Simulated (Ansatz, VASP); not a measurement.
**One calculation of HgTe, two programs**

INCAR

```
ALGO = Normal ; EDIFF = 1E-6
ENCUT = 520 ; ISIF = 2
ISMEAR = -1 ; LASPH = T
LCHARG = T ; LELF = T
LREAL = F ; LVHAR = T
LWAVE = F ; NBANDS = 16
NELM = 100 ; PREC = Accurate
SIGMA = 0.05
```

Contents of KPOINTS:

```
k-points
0
Gamma
  10 10 10
```

The input POSCAR:

```
HgTe
1.0
   -2.9834303915      2.9834303915      1.5275763738
    2.9834303915     -2.9834303915      1.5275763738
    2.9834303915      2.9834303915     -1.5275763738
Hg Te
1 1
Direct
    0.7500000000      0.2500000000      0.5000000000
    0.0000000000      0.0000000000      0.0000000000
```

File input.yaml:

```yaml
crystal:
  lattice:
    - [-2.9834303915, 2.9834303915, 1.5275763738]
    - [2.9834303915, -2.9834303915, 1.5275763738]
    - [2.9834303915, 2.9834303915, -1.5275763738]
  atoms:
    - { symbol: Hg, position: [0.75, 0.25, 0.5] }
    - { symbol: Te, position: [0.0, 0.0, 0.0] }
hamiltonian:
  xc: lda
  pseudopotentials: { kind: paw }
kpoints:
  mp_grid: { grid: [10, 10, 10] }
scf:
  occupations: { method: fermi_dirac, width: 0.05 }
output:
  forces: true
  stress: true
  eigenvalues: true
```

Alike in both runs: task single point; functional LDA; k mesh 10 × 10 × 10; occupations fermi-dirac, width 0.05 eV; no spin polarisation.

|  | VASP | Ansatz |
| --- | --- | --- |
| version | VASP 6.6.1 | Ansatz 0.2.0 |
| potentials or method | VASP PAW LDA potentials, release 64 (Hg, Te) | Ansatz PAW |
| plane-wave cutoff (eV) | 520 | 420 |
| valence electrons in the cell | 18 | 36 |

VASP gave:

```
gap on the k mesh at the Fermi level (eV)                     : none
pressure (GPa)                                                : -2.2
traceless stress, the component that is largest in VASP (GPa) : 3.49
```

Which values does Ansatz return?

gap on the k mesh at the Fermi level (eV): none; pressure (GPa): -2.4; traceless stress, the component that is largest in VASP (GPa): 3.44.

LDA's correlation is that of Perdew and Zunger in VASP and of Perdew and Wang (1992) in Ansatz. A gap of «none» marks a metal or a gap that the smearing closes. VASP's potentials hold 18 valence electrons a cell and Ansatz's 36, so a difference there can come from the potentials and not from the codes.

Neither program's run includes spin-orbit coupling.
